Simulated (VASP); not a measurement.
# NaY3 (I4/mmm) in VASP: notebook

NaY3 is run at these levels: PBE; tasks: single point.

All numbers are computed with VASP 6.6.1; they aren't measurements. Logs are shortened: lines on timing, memory, paths and dates and some standing lists are left out, and cuts for length are marked.

**1. The cell of the first run**

The structure is tetragonal, space group I4/mmm (No. 139). Conventional cell: a = 4.772 Å, b = 4.772 Å, c = 10.781 Å, α = 90.00°, β = 90.00°, γ = 90.00°. Within 4.4 Å of Y (site symmetry 4/mmm) lie 4 Na at 3.37 Å and 8 Y at 3.60 Å. Y (site symmetry -4m2) has 8 Y at 3.37 to 3.60 Å and 4 Na at 3.60 Å within 4.4 Å. Within 4.4 Å of Na (site symmetry 4/mmm) lie 12 Y at 3.37 to 3.60 Å.

**2. Single point, PBE**

Contents of INCAR:

```
PREC = Accurate ; ENCUT = 520
EDIFF = 1E-7 ; ISMEAR = -1
SIGMA = 0.05 ; LREAL = F
LASPH = T ; NELM = 100
ALGO = Fast ; ISIF = 2
LWAVE = F ; LCHARG = F
GGA = PE ; NBANDS = 28
```

Contents of KPOINTS:

```
regular mesh
0
Gamma
  8 8 8
```

Contents of POSCAR:

```
NaY3
1.0
   -2.3858995181      2.3858995181      5.3905781119
    2.3858995181     -2.3858995181      5.3905781119
    2.3858995181      2.3858995181     -5.3905781119
Y Na
3 1
Direct
    0.5000000000      0.5000000000      0.0000000000
    0.2500000000      0.7500000000      0.5000000000
    0.7500000000      0.2500000000      0.5000000000
    0.0000000000      0.0000000000      0.0000000000
```

Potentials or basis: VASP PAW PBE potentials, release 64 (Y_sv, Na_pv).

Command:

```
> cat potpaw_PBE.64/Y_sv/POTCAR potpaw_PBE.64/Na_pv/POTCAR > POTCAR
> mpirun -np 1 vasp_std > vasp.out
```

OUTCAR:

```text
PREC = Accurate
   ENCUT = 520
   EDIFF = 1E-7
   ISMEAR = -1
   LREAL = F
   LASPH = T
   NELM = 100
   ISIF = 2
   GGA = PE

 ion  position               nearest neighbor table
   1  0.500  0.500  0.000-   4 3.37   4 3.37   4 3.37   4 3.37   2 3.60   2 3.60   3 3.60   3 3.60
                             3 3.60   2 3.60   3 3.60   2 3.60
   2  0.250  0.750  0.500-   3 3.37   3 3.37   3 3.37   3 3.37   1 3.60   1 3.60   1 3.60   1 3.60

   3  0.750  0.250  0.500-   2 3.37   2 3.37   2 3.37   2 3.37   1 3.60   1 3.60   1 3.60   1 3.60

   4  0.000  0.000  0.000-   1 3.37   1 3.37   1 3.37   1 3.37

  LATTYP: Found a body centered tetragonal cell.
 ALAT       =     4.7717990362
 C/A-ratio  =     2.2593483384

  Lattice vectors:

 A1 = (  -2.3858995181,   2.3858995181,   5.3905781119)
 A2 = (   2.3858995181,  -2.3858995181,   5.3905781119)
 A3 = (   2.3858995181,   2.3858995181,  -5.3905781119)

Analysis of symmetry for initial positions (statically):
=====================================================================
 Subroutine PRICEL returns:
 Original cell was already a primitive cell.

 Routine SETGRP: Setting up the symmetry group for a
 body centered tetragonal supercell.

 Subroutine GETGRP returns: Found 16 space group operations
 (whereof 16 operations were pure point group operations)
 out of a pool of 16 trial point group operations.

The static configuration has the point symmetry D_4h.

Analysis of symmetry for dynamics (positions and initial velocities):
=====================================================================
 Subroutine PRICEL returns:
 Original cell was already a primitive cell.

 Routine SETGRP: Setting up the symmetry group for a
 body centered tetragonal supercell.

 Subroutine GETGRP returns: Found 16 space group operations
 (whereof 16 operations were pure point group operations)
 out of a pool of 16 trial point group operations.

The dynamic configuration has the point symmetry D_4h.

 Subroutine INISYM returns: Found 16 space group operations
 (whereof 16 operations are pure point group operations),
 and found     1 'primitive' translations

----------------------------------------------------------------------------------------

                                     Primitive cell

  volume of cell :     122.7438

  direct lattice vectors                    reciprocal lattice vectors
    -2.385899518  2.385899518  5.390578112     0.000000000  0.209564567  0.092754430
     2.385899518 -2.385899518  5.390578112     0.209564567  0.000000000  0.092754430
     2.385899518  2.385899518 -5.390578112     0.209564567  0.209564567  0.000000000

  length of vectors
     6.359509840  6.359509840  6.359509840     0.229173934  0.229173934  0.296369053

  position of ions in fractional coordinates (direct lattice)
     0.500000000  0.500000000  0.000000000
     0.250000000  0.750000000  0.500000000
     0.750000000  0.250000000  0.500000000
     0.000000000  0.000000000  0.000000000

  ion indices of the primitive-cell ions
   primitive index   ion index
                 1           1
                 2           2
                 3           3
                 4           4

----------------------------------------------------------------------------------------

 KPOINTS: regular mesh

Automatic generation of k-mesh.
 Grid dimensions read from file:
 generate k-points for:    8    8    8

 Generating k-lattice:

  Cartesian coordinates                     Fractional coordinates (reciprocal lattice)
     0.000000000  0.026195571  0.011594304     0.125000000 -0.000000000  0.000000000
     0.026195571  0.000000000  0.011594304    -0.000000000  0.125000000  0.000000000
     0.026195571  0.026195571  0.000000000     0.000000000  0.000000000  0.125000000

  Length of vectors
     0.028646742  0.028646742  0.037046132

  Shift w.r.t. Gamma in fractional coordinates (k-lattice)
     0.000000000  0.000000000  0.000000000

 Subroutine IBZKPT returns following result:
 ===========================================

 Found     59 irreducible k-points:

 Following reciprocal coordinates:
            Coordinates               Weight
  0.000000  0.000000  0.000000      1.000000
  0.125000 -0.000000  0.000000      8.000000
  0.250000 -0.000000  0.000000      8.000000
  0.375000  0.000000  0.000000      8.000000
  0.500000 -0.000000  0.000000      4.000000
  0.125000  0.125000  0.000000      8.000000
[... 16 lines left out ...]
  0.250000  0.125000  0.125000     16.000000
  0.375000  0.125000  0.125000      8.000000
 [... further k-points ...]
   k-points           NKPTS =     59   k-points in BZ     NKDIM =     59   number of bands    NBANDS=     28
   number of dos      NEDOS =    301   number of ions     NIONS =      4
   total plane-waves  NPLWV = 110592
   dimension x,y,z NGX =    48 NGY =   48 NGZ =   48
   dimension x,y,z NGXF=    96 NGYF=   96 NGZF=   96
   ions per type =               3   1
   NGX,Y,Z   is equivalent  to a cutoff of  12.55, 12.55, 12.55 a.u.
   NGXF,Y,Z  is equivalent  to a cutoff of  25.10, 25.10, 25.10 a.u.
 SYSTEM =  unknown system
   PREC   = accura    normal or accurate (medium, high low for compatibility)
   ISTART =      0    job   : 0-new  1-cont  2-samecut
   ICHARG =      2    charge: 1-file 2-atom 10-const
   ISPIN  =      1    spin polarized calculation?
   LNONCOLLINEAR =      F non collinear calculations
   LSORBIT =      F    spin-orbit coupling
   LASPH  =      T    aspherical Exc in radial PAW
   ENCUT  =  520.0 eV  38.22 Ry    6.18 a.u.  11.82 11.82 11.82*2*pi/ulx,y,z
   NELM   =    100;   NELMIN=  2; NELMDL= -5     # of ELM steps
   EDIFF  = 0.1E-06   stopping-criterion for ELM
   LREAL  =      F    real-space projection
   EDIFFG = 0.1E-05   stopping-criterion for IOM
   NSW    =      0    number of steps for IOM
   IBRION =     -1    ionic relax: 0-MD 1-quasi-New 2-CG
   NFREE  =      0    steps in history (QN), initial steepest desc. (CG)
   ISIF   =      2    stress and relaxation
   ISYM   =      2    0-nonsym 1-usesym 2-fastsym
   POTIM  = 0.5000    time-step for ionic-motion
   TEBEG  =    0.0;   TEEND  =   0.0 temperature during run
   PSTRESS=    0.0 pullay stress
   NELECT =      40.0000    total number of electrons
   NUPDOWN=      -1.0000    fix difference up-down
   EMIN   =  10.00;   EMAX   =-10.00  energy-range for DOS
   EFERMI =   0.00;   METHOD = LEGACY
   ISMEAR =    -1;   SIGMA  =   0.05  broadening in eV -4-tet -1-fermi 0-gaus
   EFERMI_NEDOS =   21; number of points for ismear=-14 and -15
   IALGO  =     68    algorithm
   IMIX   =      4    mixing-type and parameters
     AMIX     =   0.40;   BMIX     =  1.00
     AMIX_MAG =   1.60;   BMIX_MAG =  1.00
  volume/ion in A,a.u.               =      30.69       207.08
  Fermi-wavevector in a.u.,A,eV,Ry     =   1.126579  2.128925 17.268243  1.269180
  Thomas-Fermi vector in A             =   2.263261
   LORBIT       =      0    0 simple, 1 ext, 2 COOP (PROOUT), +10 PAW based schemes
   GGA     = PE    functional components
   LHFCALC =     F    Hartree Fock is set to
   AEXX    =    0.0000 exact exchange contribution
   IVDW    =     0    specifies the selected vdW correction
   LEPSILON=     F    determine dielectric tensor
   LRPA    =     F    only Hartree local field effects (RPA)
 non-spin polarized calculation
 RMM-DIIS sequential band-by-band and
  energy-cutoff  :      520.00
  volume of cell :      122.74
 maximum number of plane-waves:      3336
   NGX = 23   NGY = 23   NGZ = 23

 number of electron      40.0000005 magnetization

 Free energy of the ion-electron system (eV)
  ---------------------------------------------------
  ext. energy  EPLUGINS =         0.00000000
  ---------------------------------------------------
  free energy    TOTEN  =       -19.40215296 eV

  energy without entropy =      -19.34913426  energy(sigma->0) =      -19.37564361

 E-fermi :   2.7442     XC(G=0):  -9.0947

 val. band max:        2.7421907615   @ k =  -0.3750   0.3750   0.1250
 cond. band min:       2.7473851466   @ k =   0.2500  -0.0000   0.0000
 fundamental gap:      0.0051943851
 Fermi energy:         2.7442257950

 k-point     1 :       0.0000    0.0000    0.0000
  band No.  band energies     occupation
      1     -40.1768      2.00000
      2     -40.0300      2.00000
      3     -39.9468      2.00000
      4     -20.9570      2.00000
      5     -20.9570      2.00000
      6     -20.9280      2.00000
[... 20 lines left out ...]
     27       5.3591      0.00000
     28       5.3655      0.00000

 k-point     2 :       0.1250   -0.0000    0.0000
  band No.  band energies     occupation
      1     -40.1760      2.00000
      2     -40.0273      2.00000
      3     -39.9502      2.00000
      4     -20.9565      2.00000
      5     -20.9561      2.00000
      6     -20.9273      2.00000
[... 20 lines left out ...]
     27       5.5015      0.00000
     28       5.5884      0.00000

 k-point     3 :       0.2500   -0.0000    0.0000
  band No.  band energies     occupation
      1     -40.1742      2.00000
      2     -40.0194      2.00000
      3     -39.9597      2.00000
      4     -20.9553      2.00000
      5     -20.9538      2.00000
      6     -20.9259      2.00000
[... 20 lines left out ...]
     27       5.6279      0.00000
     28       5.9464      0.00000

 k-point     4 :       0.3750    0.0000    0.0000
  band No.  band energies     occupation
      1     -40.1725      2.00000
      2     -40.0066      2.00000
      3     -39.9740      2.00000
      4     -20.9537      2.00000
      5     -20.9515      2.00000
      6     -20.9246      2.00000
[... 578 lines left out ...]
     27       5.1788      0.00000
     28       5.8374      0.00000

 k-point    23 :       0.2500    0.1250    0.1250
  band No.  band energies     occupation
      1     -40.1716      2.00000
      2     -40.0020      2.00000
      3     -39.9789      2.00000
      4     -20.9616      2.00000
      5     -20.9541      2.00000
      6     -20.9249      2.00000
[... 20 lines left out ...]
     27       5.0531      0.00000
     28       5.6784      0.00000

 k-point    24 :       0.3750    0.1250    0.1250
  band No.  band energies     occupation
      1     -40.1711      2.00000
      2     -39.9910      2.00000
      3     -39.9904      2.00000
      4     -20.9589      2.00000
      5     -20.9579      2.00000
      6     -20.9246      2.00000
[... 20 lines left out ...]
     27       4.9813      0.00000
     28       5.5748      0.00000

 [... further k-points ...]

------------------------ aborting loop because EDIFF is reached ----------------------------------------

  FORCE on cell =-STRESS in cart. coord.  units (eV):
  Direction    XX          YY          ZZ          XY          YZ          ZX
  --------------------------------------------------------------------------------------
  -------------------------------------------------------------------------------------
  Total        1.5088307      1.5088307      1.2010326      0.0000000     -0.0000000     -0.0000000
  in kB       19.6947949     19.6947949     15.6771003      0.0000000     -0.0000000     -0.0000000
  external PRESSURE =      18.3555634 kB  Pullay stress =       0.0000000 kB

 VOLUME and BASIS-vectors are now :
 -----------------------------------------------------------------------------
  energy-cutoff  :      520.00
  volume of cell :      122.74
      direct lattice vectors                 reciprocal lattice vectors
    -2.385899518  2.385899518  5.390578112     0.000000000  0.209564567  0.092754430
     2.385899518 -2.385899518  5.390578112     0.209564567  0.000000000  0.092754430
     2.385899518  2.385899518 -5.390578112     0.209564567  0.209564567  0.000000000

 POSITION                                       TOTAL-FORCE (eV/Angst)
 -----------------------------------------------------------------------------------
      0.00000      0.00000      5.39058        -0.000000     -0.000000     -0.000000
      2.38590      0.00000      2.69529         0.000000      0.000000      0.000000
      0.00000      2.38590      2.69529        -0.000000      0.000000      0.000000
      0.00000      0.00000      0.00000        -0.000000     -0.000000     -0.000000
 -----------------------------------------------------------------------------------
    total drift:                                0.000000     -0.000000      0.000000

  FREE ENERGIE OF THE ION-ELECTRON SYSTEM (eV)
  ---------------------------------------------------
  free  energy   TOTEN  =       -19.4021529603 eV

  energy  without entropy=      -19.3491342558  energy(sigma->0) =      -19.37564361
```

It took 10 min on 1 thread of Intel Xeon Platinum 8559C (Emerald Rapids), shared host; peak memory 0.46 GiB.

What came out:

```yaml
Free_energy: -19.4022 eV
Pressure: 1.8 GPa
Band_gap_on_the_k_mesh: zero (bands 20 and 21 overlap by 0.65 eV)
```

**3. Single point, PBE**

This run uses another cell than the first one, of 31.34 Å³/atom.

Contents of INCAR:

```
PREC = Accurate ; ENCUT = 520
EDIFF = 1E-6 ; ISMEAR = -1
SIGMA = 0.05 ; LREAL = F
LASPH = T ; NELM = 80
ALGO = Fast ; ISIF = 2
LWAVE = F ; LCHARG = F
GGA = PE ; NBANDS = 28
```

KPOINTS is that of step 2.

Contents of POSCAR:

```
NaY3
1.0
   -2.4027021810      2.4027021810      5.4285411803
    2.4027021810     -2.4027021810      5.4285411803
    2.4027021810      2.4027021810     -5.4285411803
Y Na
3 1
Direct
    0.5000000000      0.5000000000      0.0000000000
    0.2500000000      0.7500000000      0.5000000000
    0.7500000000      0.2500000000      0.5000000000
    0.0000000000      0.0000000000      0.0000000000
```

Potentials or basis: VASP PAW PBE potentials, release 64 (Y_sv, Na_pv).

Command:

```
> cat potpaw_PBE.64/Y_sv/POTCAR potpaw_PBE.64/Na_pv/POTCAR > POTCAR
> mpirun -np 1 vasp_std > vasp.out
```

OUTCAR:

```text
PREC = Accurate
   ENCUT = 520
   EDIFF = 1E-6
   ISMEAR = -1
   LREAL = F
   LASPH = T
   NELM = 80
   ISIF = 2
   GGA = PE

 ion  position               nearest neighbor table
   1  0.500  0.500  0.000-   4 3.40   4 3.40   4 3.40   4 3.40   3 3.62   2 3.62   3 3.62   3 3.62
                             2 3.62   2 3.62   3 3.62   2 3.62
   2  0.250  0.750  0.500-   3 3.40   3 3.40   3 3.40   3 3.40   1 3.62   1 3.62   1 3.62   1 3.62

   3  0.750  0.250  0.500-   2 3.40   2 3.40   2 3.40   2 3.40   1 3.62   1 3.62   1 3.62   1 3.62
[... 947 lines left out ...]
  Direction    XX          YY          ZZ          XY          YZ          ZX
  --------------------------------------------------------------------------------------
  -------------------------------------------------------------------------------------
  Total        0.9692309      0.9692309      0.6411653      0.0000000      0.0000000      0.0000000
  in kB       12.3878184     12.3878184      8.1947852      0.0000000      0.0000000      0.0000000
  external PRESSURE =      10.9901407 kB  Pullay stress =       0.0000000 kB

 VOLUME and BASIS-vectors are now :
 -----------------------------------------------------------------------------
  energy-cutoff  :      520.00
  volume of cell :      125.36
      direct lattice vectors                 reciprocal lattice vectors
    -2.402702181  2.402702181  5.428541180     0.000000000  0.208099033  0.092105776
     2.402702181 -2.402702181  5.428541180     0.208099033  0.000000000  0.092105776
     2.402702181  2.402702181 -5.428541180     0.208099033  0.208099033  0.000000000

 POSITION                                       TOTAL-FORCE (eV/Angst)
 -----------------------------------------------------------------------------------
      0.00000      0.00000      5.42854        -0.000000      0.000000     -0.000000
      2.40270      0.00000      2.71427        -0.000000      0.000000     -0.000000
      0.00000      2.40270      2.71427         0.000000     -0.000000      0.000000
      0.00000      0.00000      0.00000        -0.000000      0.000000     -0.000000
 -----------------------------------------------------------------------------------
    total drift:                                0.000000     -0.000000      0.000000

  FREE ENERGIE OF THE ION-ELECTRON SYSTEM (eV)
  ---------------------------------------------------
  free  energy   TOTEN  =       -19.4260680544 eV

  energy  without entropy=      -19.3715547905  energy(sigma->0) =      -19.39881142
```

OSZICAR:

```text
N       E                     dE             d eps       ncg     rms          rms(c)
DAV:   1     0.255043657117E+03    0.25504E+03   -0.20187E+04  3464   0.140E+03
DAV:   2     0.491065574146E+01   -0.25013E+03   -0.24450E+03  3524   0.357E+02
DAV:   3    -0.179833062167E+02   -0.22894E+02   -0.22319E+02  6012   0.763E+01
[... 21 lines left out ...]
RMM:  25    -0.194260620419E+02   -0.28147E-05   -0.28866E-05  3278   0.949E-03    0.417E-04
RMM:  26    -0.194260643532E+02   -0.23113E-05   -0.24474E-05  3096   0.810E-03    0.116E-03
RMM:  27    -0.194260659054E+02   -0.15523E-05   -0.16443E-05  2940   0.694E-03    0.142E-03
RMM:  28    -0.194260671734E+02   -0.12680E-05   -0.14488E-05  2764   0.609E-03    0.389E-03
RMM:  29    -0.194260680544E+02   -0.88105E-06   -0.96679E-06  2575   0.544E-03
   1 F= -.19426068E+02 E0= -.19398811E+02  d E =-.545133E-01
```

stdout:

```text
POSCAR found type information on POSCAR Y Na
 POSCAR found :  2 types and       4 ions
 scaLAPACK will be used
 LDA part: xc-table for (Slater+PW92), standard interpolation
 POSCAR, INCAR and KPOINTS ok, starting setup
 FFT: planning ... GRIDC
 FFT: planning ... GRID_SOFT
 FFT: planning ... GRID
 WAVECAR not read
 entering main loop
WARNING in EDDRMM: call to ZHEGV failed, returncode =   6  3     20
WARNING in EDDRMM: call to ZHEGV failed, returncode =   6  3     11
WARNING in EDDRMM: call to ZHEGV failed, returncode =   8  4      4
WARNING in EDDRMM: call to ZHEGV failed, returncode =   8  4     22
WARNING in EDDRMM: call to ZHEGV failed, returncode =   6  3     25
WARNING in EDDRMM: call to ZHEGV failed, returncode =   6  3     25
WARNING in EDDRMM: call to ZHEGV failed, returncode =   6  3     19
```

Run time: 7.7 min. Hardware: 1 thread of Intel Xeon Platinum 8559C (Emerald Rapids), shared host; peak memory 0.45 GiB.

What came out:

* Free energy: -19.4261 eV
* Pressure: 1.1 GPa
* Band gap on the k mesh: zero (bands 20 and 21 overlap by 0.61 eV)

Levels at points of the mesh, in eV from the Fermi level:
| k point | band 16 | band 17 | band 18 | band 19 | band 20 | band 21 | band 22 | band 23 | band 24 | band 25 |
| --- | --- | --- | --- | --- | --- | --- | --- | --- | --- | --- |
| (0.00, 0.00, 0.00) | -4.56 | -1.42 | -1.11 | -0.27 | 0.27 | 0.30 | 0.30 | 1.05 | 1.05 | 1.20 |
| (0.50, 0.00, 0.00) | -2.57 | -2.09 | -0.84 | -0.31 | -0.30 | 0.31 | 0.50 | 1.12 | 1.27 | 1.55 |
| (0.50, 0.50, 0.00) | -1.66 | -1.47 | -1.41 | -0.99 | -0.15 | 0.55 | 0.61 | 0.72 | 0.82 | 1.20 |
| (0.50, 0.50, 0.50) | -3.25 | -2.78 | -1.63 | -0.68 | -0.30 | -0.30 | -0.05 | 1.15 | 1.99 | 2.55 |
